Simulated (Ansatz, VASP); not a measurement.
Given: the input of a run of Ansatz 0.2.0 on GaN.

input.yaml

```yaml
crystal:
  lattice:
    - [0.0, 2.2074978911, 2.2074978911]
    - [2.2074978911, 0.0, 2.2074978911]
    - [2.2074978911, 2.2074978911, 0.0]
  atoms:
    - { symbol: Ga, position: [0.0, 0.0, 0.0] }
    - { symbol: "N", position: [0.25, 0.25, 0.25] }
hamiltonian:
  xc: pbe
  pseudopotentials: { kind: paw }
  dispersion: d3bj
kpoints:
  mp_grid: { grid: [10, 10, 10] }
scf:
  occupations: { method: fermi_dirac, width: 0.05 }
output:
  forces: true
  stress: true
  eigenvalues: true
```

Potentials or basis: Ansatz PAW.

Command:

```sh
$ ansatz run input.yaml --threads 2 --pin off --max-ram 5120MiB --backend cpu --events-out ev --progress --plain --runs-dir out
```

Task: Translate it to VASP 6.6.1. Potentials there: VASP PAW PBE potentials, release 64 (Ga_d, N).

Result: As run (the cutoff follows the program's own potentials):

Contents of INCAR:

```
SYSTEM = GaN
PREC     = Accurate       ! precision mode
ENCUT    = 520            ! plane-wave cutoff, eV
EDIFF    = 1E-6           ! SCF threshold, eV
ISMEAR   = -1             ! smearing method
SIGMA    = 0.05           ! smearing width, eV
LREAL    = .False.        ! projectors in reciprocal space
LASPH    = .True.         ! aspherical terms in the spheres
NELM     = 60             ! most SCF steps
ALGO     = Normal         ! electronic algorithm
ISIF     = 2              ! what is computed and relaxed
LWAVE    = .False.        ! write WAVECAR
LCHARG   = .False.        ! write CHGCAR
GGA      = PE             ! functional
IVDW     = 12             ! dispersion correction
NBANDS   = 16             ! bands
```

File KPOINTS:

```
Automatic mesh
0
Gamma
  10 10 10
  0 0 0
```

POSCAR

```
GaN
1.0
    0.0000000000      2.2074978911      2.2074978911
    2.2074978911      0.0000000000      2.2074978911
    2.2074978911      2.2074978911      0.0000000000
Ga N
1 1
Direct
    0.0000000000      0.0000000000      0.0000000000
    0.2500000000      0.2500000000      0.2500000000
```

Potentials or basis: VASP PAW PBE potentials, release 64 (Ga_d, N).

Launch:

```console
$ cat potpaw_PBE.64/Ga_d/POTCAR potpaw_PBE.64/N/POTCAR > POTCAR
$ mpirun -np 1 vasp_std > vasp.out
```

Both were run:

|  | VASP | Ansatz | Ansatz less VASP |
| --- | --- | --- | --- |
| gap on the k mesh at the Fermi level (eV) | 2.12 | 2.11 | -0.013 |
| least direct gap on the mesh (eV) | 2.12 | 2.11 | -0.013 |
| pressure (GPa) | 14.5 | 14.6 | +0.03 |
